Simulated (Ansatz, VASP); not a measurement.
## Cu in VASP and in Ansatz

```
Cu
1.0
    -1.44279    1.44279    1.37608
     1.44279   -1.44279    1.37608
     1.44279    1.44279   -1.37608
Cu
1
Direct
  0.00000 0.00000 0.00000
```

Alike in both runs: task single point; functional PBEsol; k mesh 4 × 4 × 4; occupations gaussian, width 0.1 eV; no spin polarisation.

|  | VASP | Ansatz |
| --- | --- | --- |
| version | VASP 6.6.1 | Ansatz 0.2.0 |
| potentials or method | VASP PAW PBE potentials, release 64 (Cu), cutoff 520 eV | scalar-relativistic, plane waves, PAW |
| valence electrons in the cell | 11 | 19 |

Ansatz gave:

| Quantity | Value |
| --- | --- |
| gap on the k mesh at the Fermi level (eV) | none |
| pressure (GPa) | -1.9 |
| traceless stress, the component that is largest in VASP (GPa) | -1.15 |

Q: Which values does VASP return?

A: gap on the k mesh at the Fermi level (eV): none; pressure (GPa): -0.9; traceless stress, the component that is largest in VASP (GPa): -1.24.

VASP's potentials were made for PBE, not for PBEsol. A gap of «none» marks a metal or a gap that the smearing closes. With one functional, cell and mesh, what is left measures potentials, basis and numerics. VASP's potentials hold 11 valence electrons a cell and Ansatz's 19, so a difference there can come from the potentials and not from the codes.

The k mesh is coarse, so the values compare programs but aren't converged.
